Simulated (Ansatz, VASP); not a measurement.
# One calculation of Hf, two programs

Contents of INCAR:

```
SYSTEM = Hf
  ALGO = Normal
  EDIFF = 1E-8
  ENCUT = 520
  GGA = PS
  ISIF = 2
  ISMEAR = -1
  LASPH = .True.
  LCHARG = .False.
  LEFG = .True.
  LREAL = .False.
  LWAVE = .False.
  NBANDS = 11
  NELM = 80
  PREC = Accurate
  SIGMA = 0.08
```

KPOINTS

```
k-points
0
Gamma
  16 16 16
  0 0 0
```

POSCAR

```
Hf
1.0
   -1.7681529262      1.7681529262      1.7681529262
    1.7681529262     -1.7681529262      1.7681529262
    1.7681529262      1.7681529262     -1.7681529262
Hf
1
Direct
    0.0000000000      0.0000000000      0.0000000000
```

Input for Ansatz:

```yaml
crystal:
  lattice:
    - [-1.7681529262, 1.7681529262, 1.7681529262]
    - [1.7681529262, -1.7681529262, 1.7681529262]
    - [1.7681529262, 1.7681529262, -1.7681529262]
  atoms:
    - { symbol: Hf, position: [0.0, 0.0, 0.0] }
kpoints:
  mp_grid: { grid: [16, 16, 16] }
scf:
  occupations: { method: fermi_dirac, width: 0.08 }
hamiltonian:
  xc: pbesol
  pseudopotentials: { kind: all_electron, datasets: crystal }
output:
  forces: true
  stress: true
  eigenvalues: true
  efg: { contact_densities: true }
```

Change from the starting cell: volume scaled by 0.94, crystal datasets.

Alike in both runs: task electric field gradients; functional PBEsol; k mesh 16 × 16 × 16; occupations fermi-dirac, width 0.08 eV; no spin polarisation.

```csv
,VASP,Ansatz
version,VASP 6.6.1,Ansatz 0.2.0
potentials or method,"VASP PAW PBE potentials, release 64 (Hf_pv), cutoff 520 eV","all-electron PAW with datasets made for the crystal, scalar-relativistic"
```

Ansatz gave:

* pressure (GPa): -3.7

Task: Which values does VASP return?

Result: Pressure (GPa): -4.0.

VASP's potentials were made for PBE, not for PBEsol. Ansatz ran all-electron here, and VASP with PAW potentials.

Spin-orbit coupling is off throughout.
